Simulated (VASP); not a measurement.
Input of a VASP 6.6.1 run:

File POSCAR:

```
MgTe
1.0
    0.0000000000      3.2331115436      3.2331115436
    3.2331115436      0.0000000000      3.2331115436
    3.2331115436      3.2331115436      0.0000000000
Mg Te
1 1
Direct
    0.0000000000      0.0000000000      0.0000000000
    0.2500000000      0.2500000000      0.2500000000
```

File INCAR.step1:

```
PREC     = Accurate       # precision mode
ENCUT    = 500            # plane-wave cutoff, eV
EDIFF    = 1E-8           # SCF threshold, eV
ISMEAR   = 0              # smearing method
SIGMA    = 0.01           # smearing width, eV
LREAL    = False          # projectors in reciprocal space
LASPH    = True           # aspherical terms in the spheres
NELM     = 80             # most SCF steps
ALGO     = Normal         # electronic algorithm
LWAVE    = True           # write WAVECAR
LCHARG   = False          # write CHGCAR
GGA      = PE             # functional
```

INCAR.step2

```
PREC     = Accurate       # precision mode
ENCUT    = 500            # plane-wave cutoff, eV
EDIFF    = 1E-8           # SCF threshold, eV
ISMEAR   = 0              # smearing method
SIGMA    = 0.01           # smearing width, eV
LREAL    = False          # projectors in reciprocal space
LASPH    = True           # aspherical terms in the spheres
NELM     = 1              # most SCF steps
ALGO     = Exact          # electronic algorithm
LWAVE    = True           # write WAVECAR
LCHARG   = False          # write CHGCAR
GGA      = PE             # functional
NBANDS   = 64             # bands
LOPTICS  = True           # frequency-dependent dielectric function
ISTART   = 1
```

The input INCAR.step3:

```
PREC     = Accurate       # precision mode
ENCUT    = 500            # plane-wave cutoff, eV
EDIFF    = 1E-8           # SCF threshold, eV
ISMEAR   = 0              # smearing method
SIGMA    = 0.01           # smearing width, eV
LREAL    = False          # projectors in reciprocal space
LASPH    = True           # aspherical terms in the spheres
ALGO     = EVGW0          # electronic algorithm
LWAVE    = False          # write WAVECAR
LCHARG   = False          # write CHGCAR
GGA      = PE             # functional
NELMGW   = 1            
NBANDS   = 64             # bands
ENCUTGW  = 80.0           # cutoff of the response function
NOMEGA   = 48             # frequency points
PRECFOCK = Fast         
ISTART   = 1            
NBANDSGW = 12
```

KPOINTS

```
Automatic mesh
0
Gamma
  2 2 2
```

Potentials or basis: VASP PAW PBE potentials, release 64 (Mg_GW, Te_GW).

Command:

```sh
$ cat potpaw_PBE.64/Mg_GW/POTCAR potpaw_PBE.64/Te_GW/POTCAR > POTCAR
$ cp INCAR.step1 INCAR
$ mpirun -np 1 vasp_std > vasp.out
$ cp INCAR.step2 INCAR
$ mpirun -np 1 vasp_std > vasp.out
$ cp INCAR.step3 INCAR
$ mpirun -np 1 vasp_std > vasp.out
```

Question: Estimate the quasiparticle gap.

Answer: 3.30 eV.

Question: Predict the least direct quasiparticle gap.

Answer: 3.39 eV.

Question: Estimate the band gap on the k mesh, mean-field level.

Answer: 2.34 eV, direct.

Caveat: the k points lie up to 0.84 Å⁻¹ apart; bands, screening cutoff and mesh are small and nothing is extrapolated, so the quasiparticle values aren't converged; spin-orbit coupling is left out, which moves the levels of the heavy elements. A k mesh can miss the band edges.
